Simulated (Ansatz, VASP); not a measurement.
## MgO: VASP beside Ansatz

```xyz
12
Lattice="5.5231 0.0000 0.0000 0.0000 5.5231 0.0000 0.0000 0.0000 5.5231" Properties=species:S:1:pos:R:3 pbc="T T T"
Mg    1.3808   -0.1310    2.7615
Mg    0.0000    2.8925    1.3808
Mg    2.7615    4.1423    0.0000
Mg    4.1423   -0.1310    2.7615
Mg    0.0000    2.8925    4.1423
Mg    2.7615    1.3808    0.0000
O     1.3808    2.7024    0.0000
O     2.7615    0.0592    1.3808
O     0.0000    4.1423    2.7615
O     4.1423    2.7024    0.0000
O     2.7615    0.0592    4.1423
O     0.0000    1.3808    2.7615
```

Change from the starting cell: mode 14 frozen in at -0.072 Å and mode 24 at -0.115 Å (largest displacements).

Alike in both runs: task single point; functional LDA; k mesh 4 × 4 × 4; occupations gaussian, width 0.05 eV; no spin polarisation.

|  | VASP | Ansatz |
| --- | --- | --- |
| version | VASP 6.6.1 | Ansatz 0.2.0 |
| potentials or method | VASP PAW LDA potentials, release 64 (Mg, O), cutoff 520 eV | scalar-relativistic, plane waves, PAW |
| valence electrons in the cell | 48 | 96 |

VASP gave:

- gap on the k mesh at the Fermi level (eV): 2.54
- least direct gap on the mesh (eV): 2.58
- pressure (GPa): -0.1
- traceless stress, the component that is largest in VASP (GPa): -0.55
- rms of the force components (eV/Å): 0.910

Task: Which values does Ansatz return?

Result: gap on the k mesh at the Fermi level (eV): 2.56; least direct gap on the mesh (eV): 2.59; pressure (GPa): 0.6; traceless stress, the component that is largest in VASP (GPa): -0.56; rms of the force components (eV/Å): 0.890.

Ansatz warns that its potentials were made for another functional, while VASP's fit it. LDA's correlation is that of Perdew and Zunger in VASP and of Perdew and Wang (1992) in Ansatz. Atom by atom the forces differ by 0.020 eV/Å (rms over components). VASP's potentials hold 48 valence electrons a cell and Ansatz's 96, so a difference there can come from the potentials and not from the codes.
